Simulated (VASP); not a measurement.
A run of VASP 6.6.1 is set up as follows.

Contents of POSCAR:

```
SiC
1.0
    0.0000000000      2.1780497564      2.1780497564
    2.1146685085      0.0000000000      2.1780497564
    2.1146685085      2.1780497564      0.0000000000
Si C
1 1
Direct
    0.2500000000      0.2500000000      0.2500000000
    0.0000000000      0.0000000000      0.0000000000
```

File INCAR.step1:

```
SYSTEM = SiC
PREC = Accurate ; ENCUT = 520
ISMEAR = 0 ; SIGMA = 0.01
LREAL = .FALSE. ; LASPH = .TRUE.
NELM = 80 ; NBANDS = 11
GGA = PE ; ALGO = Normal
EDIFF = 1E-4 ; LWAVE = .TRUE.
LCHARG = .FALSE.
```

INCAR.step2

```
SYSTEM = SiC
PREC = Accurate ; ENCUT = 520
EDIFF = 1E-6 ; ISMEAR = 0
SIGMA = 0.01 ; LREAL = .FALSE.
LASPH = .TRUE. ; NELM = 80
ALGO = Normal ; ISIF = 2
LWAVE = .FALSE. ; LCHARG = .FALSE.
METAGGA = R2SCAN ; LMIXTAU = .TRUE.
NBANDS = 11 ; ISTART = 1
```

The input KPOINTS:

```
regular mesh
0
G
  10 10 10
  0 0 0
```

Potentials or basis: VASP PAW PBE potentials, release 64 (Si, C).

Run with:

```sh
$ cat potpaw_PBE.64/Si/POTCAR potpaw_PBE.64/C/POTCAR > POTCAR
$ cp INCAR.step1 INCAR
$ mpirun -np 1 vasp_std > vasp.out
$ cp INCAR.step2 INCAR
$ mpirun -np 1 vasp_std > vasp.out
```

Q: Estimate the pressure.

A: 6.9 GPa.

Q: What does it give for the band gap on the k mesh?

A: 1.39 eV, indirect (least direct gap 5.06 eV).

Stress tensor (GPa, compression positive):
```
12.08  0.00  0.00
 0.00  4.25  0.00
 0.00  0.00  4.25
```

Caveat: the cell differs from its parent crystal (uniaxial x strain -2.9%); the PAW data sets were made with another functional, which shifts forces and pressure a little. A k mesh can miss the band edges.
